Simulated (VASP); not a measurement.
A run of VASP 6.6.1:

The input POSCAR:

```
GaN
1.0
    0.0000000000      2.2489526313      2.2489526313
    2.2489526313      0.0000000000      2.2489526313
    2.2489526313      2.2489526313      0.0000000000
Ga N
1 1
Direct
    0.0000000000      0.0000000000      0.0000000000
    0.7500000000      0.7500000000      0.7500000000
```

The input INCAR.step1:

```
  PREC = Accurate
  ENCUT = 520
  ISMEAR = -1
  SIGMA = 0.02
  LREAL = F
  LASPH = T
  NELM = 60
  NBANDS = 16
  GGA = PE
  ALGO = Normal
  EDIFF = 1E-4
  LWAVE = T
  LCHARG = F
```

Contents of INCAR.step2:

```
  PREC = Accurate
  ENCUT = 520
  EDIFF = 1E-6
  ISMEAR = -1
  SIGMA = 0.02
  LREAL = F
  LASPH = T
  NELM = 60
  ALGO = Normal
  ISIF = 2
  LWAVE = F
  LCHARG = F
  METAGGA = R2SCAN
  LMIXTAU = T
  NBANDS = 16
  ISTART = 1
```

The input KPOINTS:

```
regular mesh
0
Gamma
  8 8 8
```

Potentials or basis: VASP PAW PBE potentials, release 64 (Ga_d, N).

The run is started by

```bash
$ cat potpaw_PBE.64/Ga_d/POTCAR potpaw_PBE.64/N/POTCAR > POTCAR
$ cp INCAR.step1 INCAR
$ mpirun -np 1 vasp_std > vasp.out
$ cp INCAR.step2 INCAR
$ mpirun -np 1 vasp_std > vasp.out
```

Hardware: 1 thread of Intel(R) Xeon(R) 6975P-C (Granite Rapids), with other jobs on the host.

Problem. How long does it take, and how much memory?

Solution. Wall time 18 s on 1 thread of Intel(R) Xeon(R) 6975P-C (Granite Rapids) (shared host), peak memory 0.15 GiB. Counts: k points 29.
